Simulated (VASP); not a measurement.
# MgO (P2_1) in VASP: a series of runs

MgO is run at these levels: PBE; tasks: single point.

Program: VASP 6.6.1. These are calculated values, not measurements. Logs are shortened: lines on timing, memory, paths and dates and some standing lists are left out, and cuts for length are marked.

## (1) The cell of the first run

Symmetry: P2_1, No. 4, monoclinic system. Conventional cell: a = 3.281 Å, b = 10.514 Å, c = 3.281 Å, α = 90.00°, β = 120.00°, γ = 90.00°. Mg (site symmetry 1) has 4 O at 1.98 to 2.01 Å within 2.6 Å. Within 2.6 Å of Mg (site symmetry 1) lie 4 O at 1.98 to 2.04 Å. Within 2.6 Å of O (site symmetry 1) lie 4 Mg at 1.98 to 2.00 Å. O (site symmetry 1) has 4 Mg at 1.98 to 2.04 Å within 2.6 Å.

## (2) Single point, PBE (atoms displaced along several vibrational modes)

File INCAR:

```
SYSTEM = MgO
  PREC = Accurate
  ENCUT = 520
  EDIFF = 1E-7
  ISMEAR = 0
  SIGMA = 0.05
  LREAL = .False.
  LASPH = .True.
  NELM = 60
  ALGO = Normal
  ISIF = 2
  LWAVE = .False.
  LCHARG = .False.
  GGA = PE
  NBANDS = 26
```

File KPOINTS:

```
Automatic mesh
0
Gamma
  9 9 2
  0 0 0
```

File POSCAR:

```
MgO
1.0
    3.2805263433      0.0000000000      0.0000000000
   -1.6402631717      2.8410191511      0.0000000000
    0.0000000000      0.0000000000     10.5138967343
Mg O
4 4
Direct
    0.2662709241      0.6666666667      0.9694906392
    0.0467582550      0.0000000000      0.2208211786
   -0.0467582550      0.0000000000      0.7208211786
    0.7337290759      0.3333333333      0.4694906392
    0.2827537478      0.6666666667      0.7800420079
    0.0613491957      0.0000000000      0.5296443544
   -0.0613491957      0.0000000000      0.0296443544
    0.7172462522      0.3333333333      0.2800420079
```

Potentials or basis: VASP PAW PBE potentials, release 64 (Mg, O).

On the command line:

```
$ cat potpaw_PBE.64/Mg/POTCAR potpaw_PBE.64/O/POTCAR > POTCAR
$ mpirun -np 1 vasp_std > vasp.out
```

OUTCAR:

```text
SYSTEM = MgO
   PREC = Accurate
   ENCUT = 520
   EDIFF = 1E-7
   ISMEAR = 0
   LREAL = .False.
   LASPH = .True.
   NELM = 60
   ISIF = 2
   GGA = PE

 ion  position               nearest neighbor table
   1  0.266  0.667  0.969-   7 1.98   5 1.99   7 2.00   7 2.01   2 3.08   3 3.20   3 3.23   3 3.26
                             2 3.27   2 3.45
   2  0.047  0.000  0.221-   8 1.98   8 1.99   8 2.00   7 2.04   1 3.08   4 3.20   4 3.23   4 3.26
                             1 3.27   1 3.45
   3  0.953  0.000  0.721-   5 1.98   5 1.99   5 2.00   6 2.04   4 3.08   1 3.20   1 3.23   1 3.26
                             4 3.27   4 3.45
   4  0.734  0.333  0.469-   6 1.98   8 1.99   6 2.00   6 2.01   3 3.08   2 3.20   2 3.23   2 3.26
                             3 3.27   3 3.45
   5  0.283  0.667  0.780-   3 1.98   1 1.99   3 1.99   3 2.00
   6  0.061  0.000  0.530-   4 1.98   4 2.00   4 2.01   3 2.04
   7  0.939  0.000  0.030-   1 1.98   1 2.00   1 2.01   2 2.04
   8  0.717  0.333  0.280-   2 1.98   4 1.99   2 1.99   2 2.00

  LATTYP: Found a hexagonal cell.
 ALAT       =     3.2805263433
 C/A-ratio  =     3.2049420227

  Lattice vectors:

 A1 = (   3.2805263433,   0.0000000000,   0.0000000000)
 A2 = (  -1.6402631717,   2.8410191511,   0.0000000000)
 A3 = (   0.0000000000,   0.0000000000,  10.5138967343)

Analysis of symmetry for initial positions (statically):
=====================================================================
 Subroutine PRICEL returns:
 Original cell was already a primitive cell.

 Routine SETGRP: Setting up the symmetry group for a
 hexagonal supercell.

 Subroutine GETGRP returns: Found  2 space group operations
 (whereof  1 operations were pure point group operations)
 out of a pool of 24 trial point group operations.

The static configuration has the point symmetry C_1 .
 The point group associated with its full space group is C_2 .

Analysis of symmetry for dynamics (positions and initial velocities):
=====================================================================
 Subroutine PRICEL returns:
 Original cell was already a primitive cell.

 Routine SETGRP: Setting up the symmetry group for a
 hexagonal supercell.

 Subroutine GETGRP returns: Found  2 space group operations
 (whereof  1 operations were pure point group operations)
 out of a pool of 24 trial point group operations.

The dynamic configuration has the point symmetry C_1 .
 The point group associated with its full space group is C_2 .

 Subroutine INISYM returns: Found  2 space group operations
 (whereof  1 operations are pure point group operations),
 and found     1 'primitive' translations

----------------------------------------------------------------------------------------

                                     Primitive cell

  volume of cell :      97.9899

  direct lattice vectors                    reciprocal lattice vectors
     3.280526343  0.000000000  0.000000000     0.304829133  0.175993182  0.000000000
    -1.640263172  2.841019151  0.000000000     0.000000000  0.351986364  0.000000000
     0.000000000  0.000000000 10.513896734     0.000000000  0.000000000  0.095112214

  length of vectors
     3.280526343  3.280526343 10.513896734     0.351986364  0.351986364  0.095112214

  position of ions in fractional coordinates (direct lattice)
     0.266270924  0.666666667  0.969490639
     0.046758255  0.000000000  0.220821179
     0.953241745  0.000000000  0.720821179
     0.733729076  0.333333333  0.469490639
     0.282753748  0.666666667  0.780042008
     0.061349196  0.000000000  0.529644354
     0.938650804  0.000000000  0.029644354
     0.717246252  0.333333333  0.280042008

  ion indices of the primitive-cell ions
   primitive index   ion index
                 1           1
                 2           2
                 3           3
                 4           4
                 5           5
                 6           6
                 7           7
                 8           8

----------------------------------------------------------------------------------------

 KPOINTS: Automatic mesh

Automatic generation of k-mesh.
 Grid dimensions read from file:
 generate k-points for:    9    9    2

 Generating k-lattice:

  Cartesian coordinates                     Fractional coordinates (reciprocal lattice)
     0.033869904  0.019554798  0.000000000     0.111111111  0.000000000  0.000000000
     0.000000000  0.039109596  0.000000000     0.000000000  0.111111111  0.000000000
     0.000000000  0.000000000  0.047556107     0.000000000  0.000000000  0.500000000

  Length of vectors
     0.039109596  0.039109596  0.047556107

  Shift w.r.t. Gamma in fractional coordinates (k-lattice)
     0.000000000  0.000000000  0.000000000

 Subroutine IBZKPT returns following result:
 ===========================================

 Found     82 irreducible k-points:

 Following reciprocal coordinates:
            Coordinates               Weight
  0.000000  0.000000  0.000000      1.000000
  0.111111 -0.000000  0.000000      2.000000
  0.000000  0.111111  0.000000      2.000000
 -0.111111  0.111111  0.000000      2.000000
  0.222222  0.000000  0.000000      2.000000
  0.000000  0.222222  0.000000      2.000000
[... 16 lines left out ...]
  0.333333  0.111111  0.000000      2.000000
 -0.111111  0.444444  0.000000      2.000000
 [... further k-points ...]
   k-points           NKPTS =     82   k-points in BZ     NKDIM =     82   number of bands    NBANDS=     26
   number of dos      NEDOS =    301   number of ions     NIONS =      8
   total plane-waves  NPLWV =  46080
   dimension x,y,z NGX =    24 NGY =   24 NGZ =   80
   dimension x,y,z NGXF=    48 NGYF=   48 NGZF=  160
   ions per type =               4   4
   NGX,Y,Z   is equivalent  to a cutoff of  12.16, 12.16, 12.65 a.u.
   NGXF,Y,Z  is equivalent  to a cutoff of  24.32, 24.32, 25.30 a.u.
 SYSTEM =  MgO
   PREC   = accura    normal or accurate (medium, high low for compatibility)
   ISTART =      0    job   : 0-new  1-cont  2-samecut
   ICHARG =      2    charge: 1-file 2-atom 10-const
   ISPIN  =      1    spin polarized calculation?
   LNONCOLLINEAR =      F non collinear calculations
   LSORBIT =      F    spin-orbit coupling
   LASPH  =      T    aspherical Exc in radial PAW
   ENCUT  =  520.0 eV  38.22 Ry    6.18 a.u.   6.10  6.10 19.55*2*pi/ulx,y,z
   NELM   =     60;   NELMIN=  2; NELMDL= -5     # of ELM steps
   EDIFF  = 0.1E-06   stopping-criterion for ELM
   LREAL  =      F    real-space projection
   EDIFFG = 0.1E-05   stopping-criterion for IOM
   NSW    =      0    number of steps for IOM
   IBRION =     -1    ionic relax: 0-MD 1-quasi-New 2-CG
   NFREE  =      0    steps in history (QN), initial steepest desc. (CG)
   ISIF   =      2    stress and relaxation
   ISYM   =      2    0-nonsym 1-usesym 2-fastsym
   POTIM  = 0.5000    time-step for ionic-motion
   TEBEG  =    0.0;   TEEND  =   0.0 temperature during run
   PSTRESS=    0.0 pullay stress
   NELECT =      32.0000    total number of electrons
   NUPDOWN=      -1.0000    fix difference up-down
   EMIN   =  10.00;   EMAX   =-10.00  energy-range for DOS
   EFERMI =   0.00;   METHOD = LEGACY
   ISMEAR =     0;   SIGMA  =   0.05  broadening in eV -4-tet -1-fermi 0-gaus
   EFERMI_NEDOS =   21; number of points for ismear=-14 and -15
   IALGO  =     38    algorithm
   IMIX   =      4    mixing-type and parameters
     AMIX     =   0.40;   BMIX     =  1.00
     AMIX_MAG =   1.60;   BMIX_MAG =  1.00
  volume/ion in A,a.u.               =      12.25        82.66
  Fermi-wavevector in a.u.,A,eV,Ry     =   1.127365  2.130410 17.292335  1.270951
  Thomas-Fermi vector in A             =   2.264050
   LORBIT       =      0    0 simple, 1 ext, 2 COOP (PROOUT), +10 PAW based schemes
   GGA     = PE    functional components
   LHFCALC =     F    Hartree Fock is set to
   AEXX    =    0.0000 exact exchange contribution
   IVDW    =     0    specifies the selected vdW correction
   LEPSILON=     F    determine dielectric tensor
   LRPA    =     F    only Hartree local field effects (RPA)
 non-spin polarized calculation
 Gauss-broadening in eV      SIGMA  =   0.05
  energy-cutoff  :      520.00
  volume of cell :       97.99
 maximum number of plane-waves:      2688
   NGX = 13   NGY = 13   NGZ = 39

 number of electron      32.0000008 magnetization

 Free energy of the ion-electron system (eV)
  ---------------------------------------------------
  ext. energy  EPLUGINS =         0.00000000
  ---------------------------------------------------
  free energy    TOTEN  =       -46.78514207 eV

  energy without entropy =      -46.78514207  energy(sigma->0) =      -46.78514207

 E-fermi :   1.1136     XC(G=0):  -9.5932

 val. band max:        0.8260151375   @ k =   0.0000   0.0000   0.0000
 cond. band min:       4.1306037424   @ k =   0.0000   0.0000   0.0000
 fundamental gap:      3.3045886048
 Fermi energy:         1.1135538286

 k-point     1 :       0.0000    0.0000    0.0000
  band No.  band energies     occupation
      1     -15.1741      2.00000
      2     -14.8661      2.00000
      3     -14.8440      2.00000
      4     -14.5098      2.00000
      5      -2.2932      2.00000
      6      -1.1161      2.00000
[... 18 lines left out ...]
     25      15.2473      0.00000
     26      15.5827      0.00000

 k-point     2 :       0.1111   -0.0000    0.0000
  band No.  band energies     occupation
      1     -15.1149      2.00000
      2     -14.8209      2.00000
      3     -14.7995      2.00000
      4     -14.4824      2.00000
      5      -2.1706      2.00000
      6      -1.1662      2.00000
[... 18 lines left out ...]
     25      14.9348      0.00000
     26      15.1026      0.00000

 k-point     3 :       0.0000    0.1111    0.0000
  band No.  band energies     occupation
      1     -15.1140      2.00000
      2     -14.8211      2.00000
      3     -14.7993      2.00000
      4     -14.4837      2.00000
      5      -2.1682      2.00000
      6      -1.1637      2.00000
[... 18 lines left out ...]
     25      14.7152      0.00000
     26      14.8493      0.00000

 k-point     4 :      -0.1111    0.1111    0.0000
  band No.  band energies     occupation
      1     -15.1133      2.00000
      2     -14.8214      2.00000
      3     -14.7988      2.00000
      4     -14.4844      2.00000
      5      -2.1672      2.00000
      6      -1.1620      2.00000
[... 18 lines left out ...]
     25      14.6769      0.00000
     26      15.0263      0.00000

 k-point     5 :       0.2222    0.0000    0.0000
  band No.  band energies     occupation
      1     -14.9576      2.00000
      2     -14.7051      2.00000
      3     -14.6831      2.00000
      4     -14.4157      2.00000
      5      -1.8309      2.00000
      6      -1.4260      2.00000
[... 18 lines left out ...]
     25      14.1588      0.00000
     26      14.5899      0.00000

 k-point     6 :       0.0000    0.2222    0.0000
  band No.  band energies     occupation
      1     -14.9534      2.00000
      2     -14.7047      2.00000
      3     -14.6835      2.00000
      4     -14.4211      2.00000
      5      -1.8203      2.00000
      6      -1.4064      2.00000
[... 427 lines left out ...]
 k-point    21 :       0.1111    0.2222    0.0000
  band No.  band energies     occupation
      1     -14.8238      2.00000
      2     -14.6141      2.00000
      3     -14.5919      2.00000
      4     -14.3744      2.00000
      5      -1.6209      2.00000
      6      -1.5508      2.00000
[... 18 lines left out ...]
     25      13.3968      0.00000
     26      13.8710      0.00000

 k-point    22 :       0.3333   -0.1111    0.0000
  band No.  band energies     occupation
      1     -14.8244      2.00000
      2     -14.6145      2.00000
      3     -14.5909      2.00000
      4     -14.3729      2.00000
      5      -1.6529      2.00000
      6      -1.5517      2.00000
[... 18 lines left out ...]
     25      13.7013      0.00000
     26      14.2506      0.00000

 k-point    23 :       0.3333    0.1111    0.0000
  band No.  band energies     occupation
      1     -14.6479      2.00000
      2     -14.5133      2.00000
      3     -14.4627      2.00000
      4     -14.3265      2.00000
      5      -2.0619      2.00000
      6      -1.8048      2.00000
[... 18 lines left out ...]
     25      13.0625      0.00000
     26      14.1678      0.00000

 k-point    24 :      -0.1111    0.4444    0.0000
  band No.  band energies     occupation
      1     -14.6271      2.00000
      2     -14.4993      2.00000
      3     -14.4767      2.00000
      4     -14.3500      2.00000
      5      -2.0087      2.00000
      6      -1.8349      2.00000
[... 18 lines left out ...]
     25      13.4633      0.00000
     26      13.7130      0.00000

 [... further k-points ...]
[... 5 lines left out ...]
  --------------------------------------------------------------------------------------
  -------------------------------------------------------------------------------------
  Total       -0.8101203     -0.2840645     -0.3122138     -1.2607378      0.0000000      0.0000000
  in kB      -13.2458147     -4.6445774     -5.1048306    -20.6136052      0.0000000      0.0000000
  external PRESSURE =      -7.6650742 kB  Pullay stress =       0.0000000 kB

 VOLUME and BASIS-vectors are now :
 -----------------------------------------------------------------------------
  energy-cutoff  :      520.00
  volume of cell :       97.99
      direct lattice vectors                 reciprocal lattice vectors
     3.280526343  0.000000000  0.000000000     0.304829133  0.175993182  0.000000000
    -1.640263172  2.841019151  0.000000000     0.000000000  0.351986364  0.000000000
     0.000000000  0.000000000 10.513896734     0.000000000  0.000000000  0.095112214

 POSITION                                       TOTAL-FORCE (eV/Angst)
 -----------------------------------------------------------------------------------
     -0.22000      1.89401     10.19312         0.251028     -0.048544     -0.069331
      0.15339      0.00000      2.32169        -0.177993      0.032279     -0.077499
      3.12713      0.00000      7.57864         0.177993     -0.032279     -0.077499
      1.86026      0.94701      4.93618        -0.251028      0.048544     -0.069331
     -0.16593      1.89401      8.20128         0.124502     -0.045756      0.026669
      0.20126      0.00000      5.56863        -0.155782      0.036194      0.120161
      3.07927      0.00000      0.31168         0.155782     -0.036194      0.120161
      1.80619      0.94701      2.94433        -0.124502      0.045756      0.026669
 -----------------------------------------------------------------------------------
    total drift:                                0.000000      0.000000     -0.001118

  FREE ENERGIE OF THE ION-ELECTRON SYSTEM (eV)
  ---------------------------------------------------
  free  energy   TOTEN  =       -46.7851420717 eV

  energy  without entropy=      -46.7851420717  energy(sigma->0) =      -46.78514207
```

It took 91 s on 1 thread of AMD EPYC 9R45 (Zen 5), shared host; peak memory 0.28 GiB.

Results:

```yaml
Free_energy: -46.7851 eV
Pressure: -0.8 GPa
Largest_force: 0.265 eV/Å
Band_gap_on_the_k_mesh: 3.30 eV
```

Forces on the atoms (eV/Å):
```
Mg   0.251 -0.049 -0.069
Mg  -0.178  0.032 -0.077
Mg   0.178 -0.032 -0.077
Mg  -0.251  0.049 -0.069
O    0.125 -0.046  0.027
O   -0.156  0.036  0.120
O    0.156 -0.036  0.120
O   -0.125  0.046  0.027
```

Stress tensor (GPa, compression positive):
```
-1.32 -2.06  0.00
-2.06 -0.46  0.00
 0.00  0.00 -0.51
```

Caveat: the cell differs from its parent crystal (atoms displaced along several vibrational modes).

## (3) Single point, PBE (atoms displaced along several vibrational modes)

File INCAR:

```
PREC = Accurate
ENCUT = 520
EDIFF = 1E-6
ISMEAR = 0
SIGMA = 0.05
LREAL = False
LASPH = True
NELM = 100
ALGO = Normal
ISIF = 2
LWAVE = False
LCHARG = False
GGA = PE
NBANDS = 26
```

File KPOINTS:

```
regular mesh
0
Gamma
  9 9 2
```

File POSCAR:

```
MgO
1.0
    3.2805263433      0.0000000000      0.0000000000
   -1.6402631717      2.8410191511      0.0000000000
    0.0000000000      0.0000000000     10.5138967343
Mg O
4 4
Direct
    0.3049894241      0.7441036667      0.9694906392
    0.0197623639     -0.0539917822      0.2208211786
   -0.0197623639      0.0539917822      0.7208211786
    0.6950105759      0.2558963333      0.4694906392
    0.3119558851      0.7250709413      0.7800420079
    0.0259292210     -0.0708399493      0.5296443544
   -0.0259292210      0.0708399493      0.0296443544
    0.6880441149      0.2749290587      0.2800420079
```

Potentials or basis: VASP PAW PBE potentials, release 64 (Mg, O).

On the command line:

```
$ cat potpaw_PBE.64/Mg/POTCAR potpaw_PBE.64/O/POTCAR > POTCAR
$ mpirun -np 1 vasp_std > vasp.out
```

Run time: 94 s. Hardware: 1 thread of AMD EPYC 9R45 (Zen 5), shared host; peak memory 0.27 GiB.

Results (log left out):

```yaml
Free_energy: -46.6128 eV
Pressure: -1.0 GPa
Largest_force: 0.448 eV/Å
Band_gap_on_the_k_mesh: 3.16 eV
```

Forces in eV/Å, atoms in the order of the input:
```
Mg   0.339 -0.245 -0.164
Mg  -0.233  0.171 -0.099
Mg   0.233 -0.171 -0.099
Mg  -0.339  0.245 -0.164
O    0.207 -0.118  0.068
O   -0.221  0.150  0.194
O    0.221 -0.150  0.194
O   -0.207  0.118  0.068
```

Stress tensor (GPa, compression positive):
```
 0.54 -1.12  0.00
-1.12 -3.42  0.00
 0.00  0.00 -0.05
```

Levels at points of the mesh, in eV from the valence-band top:
| k point | band 14 | band 15 | band 16 | band 17 | band 18 | band 19 |
| --- | --- | --- | --- | --- | --- | --- |
| (0.00, 0.00, 0.00) | -0.30 | -0.27 | 0.00 | 3.16 | 5.41 | 5.65 |
| (0.00, 0.00, 0.50) | -0.32 | -0.28 | -0.28 | 4.00 | 4.00 | 7.08 |

Caveat: the cell differs from its parent crystal (atoms displaced along several vibrational modes).

(Continued in part 2 of 2.)
